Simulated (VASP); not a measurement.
Here is a VASP 6.6.1 calculation.

The input INCAR:

```
SYSTEM = BaTiO3
PREC = Accurate ; ENCUT = 520
EDIFF = 1E-7 ; ISMEAR = -1
SIGMA = 0.05 ; LREAL = .FALSE.
LASPH = .TRUE. ; NELM = 100
ALGO = Normal ; ISIF = 2
LWAVE = .FALSE. ; LCHARG = .FALSE.
GGA = CA ; NBANDS = 28
```

KPOINTS

```
Automatic mesh
0
G
  8 8 8
  0 0 0
```

File POSCAR:

```
BaTiO3
1.0
    4.0073000000      0.0601095000      0.0601095000
    0.0601095000      4.0073000000      0.0601095000
    0.0601095000      0.0601095000      4.0073000000
Ba Ti O
1 1 3
Direct
    0.5000000000      0.5000000000      0.5000000000
    0.0000000000      0.0000000000      0.0000000000
    0.5000000000      0.0000000000      0.0000000000
    0.0000000000      0.5000000000      0.0000000000
    0.0000000000      0.0000000000      0.5000000000
```

Potentials or basis: VASP PAW LDA potentials, release 64 (Ba_sv, Ti_sv, O).

Run with:

```sh
$ cat potpaw_LDA.64/Ba_sv/POTCAR potpaw_LDA.64/Ti_sv/POTCAR potpaw_LDA.64/O/POTCAR > POTCAR
$ mpirun -np 1 vasp_std > vasp.out
```

(1) Estimate the pressure.

(2) What does it give for the band gap on the k mesh?

Results:

(1) -7.2 GPa.

(2) 1.55 eV, indirect (least direct gap 1.63 eV).

Caveat: the cell differs from its parent crystal (equal xy, yz and zx shear strains of +3 %); spin-orbit coupling is left out, which moves the levels of the heavy elements.
